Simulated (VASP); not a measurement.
Write the native input for VASP 6.6.1 that does the following.

```
Task                   : single point
Functional             : PBE
Dispersion             : D3(BJ)
Potentials or basis    : VASP PAW PBE potentials, release 64 (W_sv)
Cutoff                 : 520 eV
k mesh                 : 13 × 13 × 13
Occupations            : methfessel-paxton, width 0.1 eV
Spin                   : no spin polarisation
Dipole correction      : no
Further INCAR settings : ALGO = Normal; EDIFF = 1e-06; NBANDS = 13
```

The structure of W lies in POSCAR:

```
W
1.0
   -1.6133792515      1.6133792515      1.6133792515
    1.6133792515     -1.6133792515      1.6133792515
    1.6133792515      1.6133792515     -1.6133792515
W
1
Direct
    0.0000000000      0.0000000000      0.0000000000
```

One way to write it, as run:

INCAR

```
SYSTEM = W
PREC = Accurate
ENCUT = 520
EDIFF = 1E-6
ISMEAR = 1
SIGMA = 0.1
LREAL = .False.
LASPH = .True.
NELM = 60
ALGO = Normal
ISIF = 2
LWAVE = .False.
LCHARG = .True.
GGA = PE
IVDW = 12
LELF = .True.
LVHAR = .True.
NBANDS = 13
```

KPOINTS

```
regular mesh
0
Gamma
  13 13 13
  0 0 0
```

Potentials or basis: VASP PAW PBE potentials, release 64 (W_sv).

Launch:

```sh
$ cat potpaw_PBE.64/W_sv/POTCAR > POTCAR
$ mpirun -np 1 vasp_std > vasp.out
```

Results of the run:

```yaml
Pressure: -17.7 GPa
Band_gap_on_the_k_mesh: zero (band 7 reaches 14.79 eV, above the bottom of band 8 at 9.49 eV)
Dispersion_energy_per_atom: -0.655 eV
```

Caveat: spin-orbit coupling is left out, which moves the levels of the heavy elements; pairwise dispersion overbinds metals, which lowers pressure and volume.

Wall time 17 s on 1 thread of Intel Xeon 6975P-C (shared host), peak memory 0.16 GiB.
